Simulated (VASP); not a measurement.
**Rh: vibrations by perturbation theory with PBE**

The system is Rh.

```
Rh
1.0
     2.71744    0.00000    0.00000
    -1.35872    2.35337    0.00000
     0.00000    0.00000    4.37706
Rh
2
Cartesian
  1.3587 0.7845 3.2828
  0.0000 1.5689 1.0943
```

This isn't the form of Rh at room conditions, which is fcc.

```
Program                : VASP 6.6.1
Task                   : vibrations by perturbation theory
Functional             : PBE
Potentials or basis    : VASP PAW PBE potentials, release 64 (Rh_pv)
Cutoff                 : 520 eV
k mesh                 : 18 × 18 × 10
Occupations            : fermi-dirac, width 0.15 eV
Spin                   : no spin polarisation
Dipole correction      : no
Further INCAR settings : ALGO = Normal; EDIFF = 1e-08; NBANDS = 22; IBRION = 8; NSW = 1
```

| Quantity | Value |
| --- | --- |
| Highest phonon frequency at Γ | 241 cm⁻¹ |

Phonon frequencies in cm⁻¹ (negative: imaginary):
```csv
q point,frequencies
"(0.000, 0.000, 0.000)",0 0 0 145 145 241
```

Run time: 39 min on 1 thread of Oxide Virtual Turin-like Processor (shared host), peak memory 1 GiB.

Caveat: the cell stands under pressure or tension, which shifts response properties.
